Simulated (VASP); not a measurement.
# Al3Ni5 (Amm2) in VASP: notebook, part 2 of 2

VASP 6.6.1. Earlier steps stand in the parts before.

**3. Single point, PBEsol (atoms displaced along a vibrational mode)**

INCAR reads:

```
ALGO = Fast
EDIFF = 1E-7
ENCUT = 520
GGA = PS
ISIF = 2
ISMEAR = 0
LASPH = True
LCHARG = True
LELF = True
LREAL = False
LVHAR = True
LWAVE = False
NBANDS = 40
NELM = 60
PREC = Accurate
SIGMA = 0.15
```

KPOINTS reads:

```
k-points
0
Gamma
  8 8 10
```

POSCAR reads:

```
Al3Ni5
1.0
    3.2933322733     -3.6919375996      0.0000000000
    3.2933322733      3.6919375996      0.0000000000
    0.0000000000      0.0000000000      3.7203545688
Al Ni
3 5
Direct
    0.5026011991      0.4973988009      0.0000000000
    0.7795480792      0.2204519208      0.5000000000
    0.2201703216      0.7798296784      0.5000000000
   -0.0026076640      0.0026076640      0.0000000000
    0.0041098923      0.5034444614      0.0000000000
    0.4965555386     -0.0041098923      0.0000000000
    0.2766752599      0.2757993541      0.5000000000
    0.7242006459      0.7233247401      0.5000000000
```

Potentials or basis: VASP PAW PBE potentials, release 64 (Al, Ni).

On the command line:

```
$ cat potpaw_PBE.64/Al/POTCAR potpaw_PBE.64/Ni/POTCAR > POTCAR
$ mpirun -np 1 vasp_std > vasp.out
```

OUTCAR:

```text
EDIFF = 1E-7
   ENCUT = 520
   GGA = PS
   ISIF = 2
   ISMEAR = 0
   LASPH = True
   LREAL = False
   NELM = 60
   PREC = Accurate

 ion  position               nearest neighbor table
   1  0.503  0.497  0.000-   7 2.37   8 2.37   7 2.37   8 2.37   5 2.47   6 2.47   5 2.48   6 2.48
                             2 2.76   2 2.76   3 2.79   3 2.79
   2  0.780  0.220  0.500-   7 2.44   8 2.44   4 2.46   4 2.46   6 2.51   5 2.51   5 2.51   6 2.51
                             8 2.53   7 2.53   1 2.76   1 2.76   3 3.25   3 3.32   3 3.32
   3  0.220  0.780  0.500-   7 2.44   8 2.44   5 2.48   6 2.48   5 2.48   6 2.48   4 2.48   4 2.48
                             8 2.54   7 2.54   1 2.79   1 2.79   2 3.25   2 3.32   2 3.32
   4  0.997  0.003  0.000-   2 2.46   2 2.46   6 2.47   5 2.47   5 2.47   6 2.47   3 2.48   3 2.48
                             8 2.60   7 2.60   8 2.60   7 2.60
   5  0.004  0.503  0.000-   1 2.47   4 2.47   4 2.47   3 2.48   3 2.48   1 2.48   2 2.51   2 2.51
                             7 2.63   7 2.63   8 2.63   8 2.63
   6  0.497  0.996  0.000-   1 2.47   4 2.47   4 2.47   3 2.48   3 2.48   1 2.48   2 2.51   2 2.51
                             8 2.63   8 2.63   7 2.63   7 2.63
   7  0.277  0.276  0.500-   1 2.37   1 2.37   3 2.44   2 2.44   2 2.53   3 2.54   4 2.60   4 2.60
                             5 2.63   5 2.63   6 2.63   6 2.63   8 2.95
   8  0.724  0.723  0.500-   1 2.37   1 2.37   3 2.44   2 2.44   2 2.53   3 2.54   4 2.60   4 2.60
                             6 2.63   6 2.63   5 2.63   5 2.63   7 2.95

  LATTYP: Found a base centered orthorhombic cell.
 ALAT       =     6.5866645466
 B/A-ratio  =     1.1210340449
 C/A-ratio  =     0.5648313410

  Lattice vectors:

 A1 = (   3.2933322733,  -3.6919375996,   0.0000000000)
 A2 = (   3.2933322733,   3.6919375996,   0.0000000000)
 A3 = (   0.0000000000,   0.0000000000,   3.7203545688)

Analysis of symmetry for initial positions (statically):
=====================================================================
 Subroutine PRICEL returns:
 Original cell was already a primitive cell.

 Routine SETGRP: Setting up the symmetry group for a
 base centered orthorhombic supercell.

[... 158 lines left out ...]
   IVDW    =     0    specifies the selected vdW correction
   LEPSILON=     F    determine dielectric tensor
   LRPA    =     F    only Hartree local field effects (RPA)
 non-spin polarized calculation
 RMM-DIIS sequential band-by-band and
 Gauss-broadening in eV      SIGMA  =   0.15
  energy-cutoff  :      520.00
  volume of cell :       90.47
 maximum number of plane-waves:      2461
 NGX is ok and might be reduce to    40
   NGX = 19   NGY = 19   NGZ = 13

 number of electron      58.9999957 magnetization

 Free energy of the ion-electron system (eV)
  ---------------------------------------------------
  ext. energy  EPLUGINS =         0.00000000
  ---------------------------------------------------
  free energy    TOTEN  =       -47.62817290 eV

  energy without entropy =      -47.58510650  energy(sigma->0) =      -47.60663970

 E-fermi :  10.0654     XC(G=0): -12.6260

 val. band max:       10.0627073299   @ k =   0.5000   0.3750   0.5000
 cond. band min:      10.0675839601   @ k =  -0.3750   0.3750   0.4000
 fundamental gap:      0.0048766302
 Fermi energy:        10.0653685429

 k-point     1 :       0.0000    0.0000    0.0000
  band No.  band energies     occupation
      1      -0.8134      2.00000
      2       3.9595      2.00000
      3       4.1086      2.00000
      4       4.9907      2.00000
      5       5.6093      2.00000
      6       5.7507      2.00000
[... 1021 lines left out ...]
     39      17.3035      0.00000
     40      17.5618      0.00000

 [... further k-points ...]

------------------------ aborting loop because EDIFF is reached ----------------------------------------

  FORCE on cell =-STRESS in cart. coord.  units (eV):
  Direction    XX          YY          ZZ          XY          YZ          ZX
  --------------------------------------------------------------------------------------
  -------------------------------------------------------------------------------------
  Total       -0.0136914      0.1856661      0.2424358      0.0000000      0.0000000      0.0000000
  in kB       -0.2424688      3.2880547      4.2934171      0.0000000      0.0000000      0.0000000
  external PRESSURE =       2.4463343 kB  Pullay stress =       0.0000000 kB

 VOLUME and BASIS-vectors are now :
 -----------------------------------------------------------------------------
  energy-cutoff  :      520.00
  volume of cell :       90.47
      direct lattice vectors                 reciprocal lattice vectors
     3.293332273 -3.691937600  0.000000000     0.151821911 -0.135430241  0.000000000
     3.293332273  3.691937600  0.000000000     0.151821911  0.135430241  0.000000000
     0.000000000  0.000000000  3.720354569     0.000000000  0.000000000  0.268791585

 POSITION                                       TOTAL-FORCE (eV/Angst)
 -----------------------------------------------------------------------------------
      3.29333     -0.01921      0.00000         0.000000      0.029643      0.000000
      3.29333     -2.06415      1.86018         0.000000     -0.008746      0.000000
      3.29333      2.06623      1.86018         0.000000      0.005248      0.000000
      3.29333     -3.67268      0.00000         0.000000     -0.065421      0.000000
      1.67155      1.84351      0.00000        -0.085273      0.008636      0.000000
      4.91512      1.84351      0.00000         0.085273      0.008636      0.000000
      1.81948     -0.00323      1.86018        -0.004281      0.011002      0.000000
      4.76718     -0.00323      1.86018         0.004281      0.011002      0.000000
 -----------------------------------------------------------------------------------
    total drift:                                0.000000      0.000186     -0.000000

  FREE ENERGIE OF THE ION-ELECTRON SYSTEM (eV)
  ---------------------------------------------------
  free  energy   TOTEN  =       -47.6281728998 eV

  energy  without entropy=      -47.5851064989  energy(sigma->0) =      -47.60663970
```

Wall time 16 min (1 thread of Intel Xeon 8259CL, shared host); peak memory 0.45 GiB.

What came out:

| Item | Value |
| --- | --- |
| Free energy | -47.6282 eV |
| Pressure | 0.2 GPa |
| Largest force | 0.086 eV/Å |
| Band gap on the k mesh | zero (an odd number of electrons rules out a gap without spin polarisation) |

Forces on the atoms (eV/Å):
```
Al   0.000  0.030  0.000
Al   0.000 -0.009  0.000
Al   0.000  0.005  0.000
Ni   0.000 -0.065  0.000
Ni  -0.085  0.009  0.000
Ni   0.085  0.009  0.000
Ni  -0.004  0.011  0.000
Ni   0.004  0.011  0.000
```

Caveat: the cell differs from its parent crystal (atoms displaced along a vibrational mode); the PAW data sets were made with another functional, which shifts forces and pressure a little.

**4. Single point, PBEsol (atoms displaced along a vibrational mode)**

INCAR reads:

```
PREC = Accurate
ENCUT = 520
EDIFF = 1E-6
ISMEAR = 0
SIGMA = 0.15
LREAL = False
LASPH = True
NELM = 80
ALGO = Fast
ISIF = 2
LWAVE = False
LCHARG = False
GGA = PS
NBANDS = 40
```

KPOINTS reads:

```
regular mesh
0
Gamma
  8 8 10
```

POSCAR reads:

```
Al3Ni5
1.0
    3.2933322733     -3.6919375996      0.0000000000
    3.2933322733      3.6919375996      0.0000000000
    0.0000000000      0.0000000000      3.7203545688
Al Ni
3 5
Direct
    0.5052023983      0.4947976017      0.0000000000
    0.7794072796      0.2205927204      0.5000000000
    0.2200295220      0.7799704780      0.5000000000
   -0.0052153280      0.0052153280      0.0000000000
    0.0082197846      0.5068889227      0.0000000000
    0.4931110773     -0.0082197846      0.0000000000
    0.2771132127      0.2753614013      0.5000000000
    0.7246385987      0.7228867873      0.5000000000
```

Potentials or basis: VASP PAW PBE potentials, release 64 (Al, Ni).

On the command line:

```
$ cat potpaw_PBE.64/Al/POTCAR potpaw_PBE.64/Ni/POTCAR > POTCAR
$ mpirun -np 1 vasp_std > vasp.out
```

OUTCAR:

```text
PREC = Accurate
   ENCUT = 520
   EDIFF = 1E-6
   ISMEAR = 0
   LREAL = False
   LASPH = True
   NELM = 80
   ISIF = 2
   GGA = PS

 ion  position               nearest neighbor table
   1  0.505  0.495  0.000-   7 2.37   8 2.37   7 2.37   8 2.37   5 2.47   6 2.47   5 2.48   6 2.48
                             2 2.75   2 2.75   3 2.81   3 2.81
   2  0.779  0.221  0.500-   7 2.45   8 2.45   4 2.45   4 2.45   6 2.53   5 2.53   5 2.53   6 2.53
                             8 2.53   7 2.53   1 2.75   1 2.75   3 3.25   3 3.32   3 3.32
   3  0.220  0.780  0.500-   7 2.43   8 2.43   5 2.46   6 2.46   5 2.46   6 2.46   4 2.50   4 2.50
                             8 2.54   7 2.54   1 2.81   1 2.81   2 3.25   2 3.32   2 3.32
   4  0.995  0.005  0.000-   2 2.45   2 2.45   6 2.47   5 2.47   5 2.48   6 2.48   3 2.50   3 2.50
                             8 2.60   7 2.60   8 2.60   7 2.60
   5  0.008  0.507  0.000-   3 2.46   3 2.46   1 2.47   4 2.47   4 2.48   1 2.48   2 2.53   2 2.53
                             7 2.62   7 2.62   8 2.63   8 2.63
   6  0.493  0.992  0.000-   3 2.46   3 2.46   1 2.47   4 2.47   4 2.48   1 2.48   2 2.53   2 2.53
                             8 2.62   8 2.62   7 2.63   7 2.63
   7  0.277  0.275  0.500-   1 2.37   1 2.37   3 2.43   2 2.45   2 2.53   3 2.54   4 2.60   4 2.60
                             5 2.62   5 2.62   6 2.63   6 2.63   8 2.95
   8  0.725  0.723  0.500-   1 2.37   1 2.37   3 2.43   2 2.45   2 2.53   3 2.54   4 2.60   4 2.60
                             6 2.62   6 2.62   5 2.63   5 2.63   7 2.95

  LATTYP: Found a base centered orthorhombic cell.
 ALAT       =     6.5866645466
 B/A-ratio  =     1.1210340449
 C/A-ratio  =     0.5648313410

  Lattice vectors:

 A1 = (   3.2933322733,  -3.6919375996,   0.0000000000)
 A2 = (   3.2933322733,   3.6919375996,   0.0000000000)
 A3 = (   0.0000000000,   0.0000000000,   3.7203545688)

Analysis of symmetry for initial positions (statically):
=====================================================================
 Subroutine PRICEL returns:
 Original cell was already a primitive cell.

 Routine SETGRP: Setting up the symmetry group for a
 base centered orthorhombic supercell.

 Subroutine GETGRP returns: Found  4 space group operations
 (whereof  4 operations were pure point group operations)
 out of a pool of  8 trial point group operations.

The static configuration has the point symmetry C_2v.

Analysis of symmetry for dynamics (positions and initial velocities):
=====================================================================
 Subroutine PRICEL returns:
 Original cell was already a primitive cell.

 Routine SETGRP: Setting up the symmetry group for a
 base centered orthorhombic supercell.

 Subroutine GETGRP returns: Found  4 space group operations
 (whereof  4 operations were pure point group operations)
 out of a pool of  8 trial point group operations.

The dynamic configuration has the point symmetry C_2v.

 Subroutine INISYM returns: Found  4 space group operations
 (whereof  4 operations are pure point group operations),
 and found     1 'primitive' translations

[... 66 lines left out ...]
  0.375000  0.000000  0.000000      4.000000
  0.500000  0.000000  0.000000      2.000000
  0.125000  0.125000  0.000000      2.000000
[... 16 lines left out ...]
  0.125000  0.000000  0.100000      8.000000
  0.250000  0.000000  0.100000      8.000000
 [... further k-points ...]
   k-points           NKPTS =    126   k-points in BZ     NKDIM =    126   number of bands    NBANDS=     40
   number of dos      NEDOS =    301   number of ions     NIONS =      8
   total plane-waves  NPLWV =  44800
   dimension x,y,z NGX =    40 NGY =   40 NGZ =   28
   dimension x,y,z NGXF=    80 NGYF=   80 NGZF=   56
   ions per type =               3   5
   NGX,Y,Z   is equivalent  to a cutoff of  13.44, 13.44, 12.51 a.u.
   NGXF,Y,Z  is equivalent  to a cutoff of  26.88, 26.88, 25.02 a.u.
 SYSTEM =  unknown system
   PREC   = accura    normal or accurate (medium, high low for compatibility)
   ISTART =      0    job   : 0-new  1-cont  2-samecut
   ICHARG =      2    charge: 1-file 2-atom 10-const
   ISPIN  =      1    spin polarized calculation?
   LNONCOLLINEAR =      F non collinear calculations
   LSORBIT =      F    spin-orbit coupling
   LASPH  =      T    aspherical Exc in radial PAW
   ENCUT  =  520.0 eV  38.22 Ry    6.18 a.u.   9.20  9.20  6.92*2*pi/ulx,y,z
   NELM   =     80;   NELMIN=  2; NELMDL= -5     # of ELM steps
   EDIFF  = 0.1E-05   stopping-criterion for ELM
   LREAL  =      F    real-space projection
   EDIFFG = 0.1E-04   stopping-criterion for IOM
   NSW    =      0    number of steps for IOM
   IBRION =     -1    ionic relax: 0-MD 1-quasi-New 2-CG
   NFREE  =      0    steps in history (QN), initial steepest desc. (CG)
   ISIF   =      2    stress and relaxation
   ISYM   =      2    0-nonsym 1-usesym 2-fastsym
   POTIM  = 0.5000    time-step for ionic-motion
   TEBEG  =    0.0;   TEEND  =   0.0 temperature during run
   PSTRESS=    0.0 pullay stress
   NELECT =      59.0000    total number of electrons
   NUPDOWN=      -1.0000    fix difference up-down
   EMIN   =  10.00;   EMAX   =-10.00  energy-range for DOS
   EFERMI =   0.00;   METHOD = LEGACY
   ISMEAR =     0;   SIGMA  =   0.15  broadening in eV -4-tet -1-fermi 0-gaus
   EFERMI_NEDOS =   21; number of points for ismear=-14 and -15
   IALGO  =     68    algorithm
   IMIX   =      4    mixing-type and parameters
     AMIX     =   0.40;   BMIX     =  1.00
     AMIX_MAG =   1.60;   BMIX_MAG =  1.00
  volume/ion in A,a.u.               =      11.31        76.32
  Fermi-wavevector in a.u.,A,eV,Ry     =   1.419681  2.682808 27.422461  2.015494
  Thomas-Fermi vector in A             =   2.540676
   LORBIT       =      0    0 simple, 1 ext, 2 COOP (PROOUT), +10 PAW based schemes
   GGA     = PS    functional components
   LHFCALC =     F    Hartree Fock is set to
   AEXX    =    0.0000 exact exchange contribution
   IVDW    =     0    specifies the selected vdW correction
   LEPSILON=     F    determine dielectric tensor
   LRPA    =     F    only Hartree local field effects (RPA)
 non-spin polarized calculation
 RMM-DIIS sequential band-by-band and
 Gauss-broadening in eV      SIGMA  =   0.15
  energy-cutoff  :      520.00
  volume of cell :       90.47
 maximum number of plane-waves:      2461
 NGX is ok and might be reduce to    40
   NGX = 19   NGY = 19   NGZ = 13

 number of electron      58.9999971 magnetization

 Free energy of the ion-electron system (eV)
  ---------------------------------------------------
  ext. energy  EPLUGINS =         0.00000000
  ---------------------------------------------------
  free energy    TOTEN  =       -47.61883469 eV

  energy without entropy =      -47.57570110  energy(sigma->0) =      -47.59726789

 E-fermi :  10.0641     XC(G=0): -12.6259

 val. band max:       10.0617402473   @ k =   0.3750   0.0000   0.0000
 cond. band min:      10.0668491039   @ k =  -0.3750   0.3750   0.4000
 fundamental gap:      0.0051088566
 Fermi energy:        10.0641289988

 k-point     1 :       0.0000    0.0000    0.0000
  band No.  band energies     occupation
      1      -0.8137      2.00000
      2       3.9556      2.00000
      3       4.1104      2.00000
      4       4.9909      2.00000
      5       5.6103      2.00000
      6       5.7508      2.00000
[... 1021 lines left out ...]
     39      17.3022      0.00000
     40      17.5603      0.00000

 [... further k-points ...]

------------------------ aborting loop because EDIFF is reached ----------------------------------------

  FORCE on cell =-STRESS in cart. coord.  units (eV):
  Direction    XX          YY          ZZ          XY          YZ          ZX
  --------------------------------------------------------------------------------------
  -------------------------------------------------------------------------------------
  Total       -0.0528894      0.1715417      0.3135353      0.0000000      0.0000000      0.0000000
  in kB       -0.9366451      3.0379175      5.5525541      0.0000000      0.0000000      0.0000000
  external PRESSURE =       2.5512755 kB  Pullay stress =       0.0000000 kB

 VOLUME and BASIS-vectors are now :
 -----------------------------------------------------------------------------
  energy-cutoff  :      520.00
  volume of cell :       90.47
      direct lattice vectors                 reciprocal lattice vectors
     3.293332273 -3.691937600  0.000000000     0.151821911 -0.135430241  0.000000000
     3.293332273  3.691937600  0.000000000     0.151821911  0.135430241  0.000000000
     0.000000000  0.000000000  3.720354569     0.000000000  0.000000000  0.268791585

 POSITION                                       TOTAL-FORCE (eV/Angst)
 -----------------------------------------------------------------------------------
      3.29333     -0.03841      0.00000         0.000000      0.059934      0.000000
      3.29333     -2.06311      1.86018         0.000000     -0.013019      0.000000
      3.29333      2.06727      1.86018         0.000000      0.006000      0.000000
      3.29333     -3.65343      0.00000         0.000000     -0.131763      0.000000
      1.69642      1.84106      0.00000        -0.172460      0.017252      0.000000
      4.89024      1.84106      0.00000         0.172460      0.017252      0.000000
      1.81948     -0.00647      1.86018        -0.004022      0.022171      0.000000
      4.76718     -0.00647      1.86018         0.004022      0.022171      0.000000
 -----------------------------------------------------------------------------------
    total drift:                                0.000000      0.000022      0.000000

  FREE ENERGIE OF THE ION-ELECTRON SYSTEM (eV)
  ---------------------------------------------------
  free  energy   TOTEN  =       -47.6188346872 eV

  energy  without entropy=      -47.5757010963  energy(sigma->0) =      -47.59726789
```

Run time: 3.9 min. Hardware: 1 thread of Intel Xeon 6975P-C (Granite Rapids), shared host; peak memory 0.44 GiB.

What came out:

```yaml
Free_energy: -47.6188 eV
Pressure: 0.3 GPa
Largest_force: 0.173 eV/Å
Band_gap_on_the_k_mesh: zero (an odd number of electrons rules out a gap without spin polarisation)
```

Forces on the atoms (eV/Å):
```
Al   0.000  0.060  0.000
Al   0.000 -0.013  0.000
Al   0.000  0.006  0.000
Ni   0.000 -0.132  0.000
Ni  -0.172  0.017  0.000
Ni   0.172  0.017  0.000
Ni  -0.004  0.022  0.000
Ni   0.004  0.022  0.000
```

Caveat: the cell differs from its parent crystal (atoms displaced along a vibrational mode); the PAW data sets were made with another functional, which shifts forces and pressure a little. Spin polarisation is off, so any magnetic state and its effect on volume and gap are missing.

**5. Summary**

```tsv
cell	further INCAR settings	gap on the mesh (eV)	pressure (GPa)	largest force (eV/Å)
as given, atomic positions A	ALGO = Fast; EDIFF = 1e-06; NBANDS = 40	none	0.3	0.26
as given, atomic positions B	ALGO = Fast; EDIFF = 1e-07; NBANDS = 40	none	0.2	0.09
as given, atomic positions C	ALGO = Fast; EDIFF = 1e-06; NBANDS = 40	none	0.3	0.17
```

Alike in all rows: task single point; level PBEsol; potentials or basis VASP PAW PBE potentials, release 64 (Al, Ni); no spin polarisation; k mesh 8 × 8 × 10; cutoff (eV) 520; smearing gaussian 0.15 eV.

Caveats: the PAW data sets were made with another functional, which shifts forces and pressure a little.

Total energies depend on the potentials used, so only differences within one code and one set of settings carry meaning.
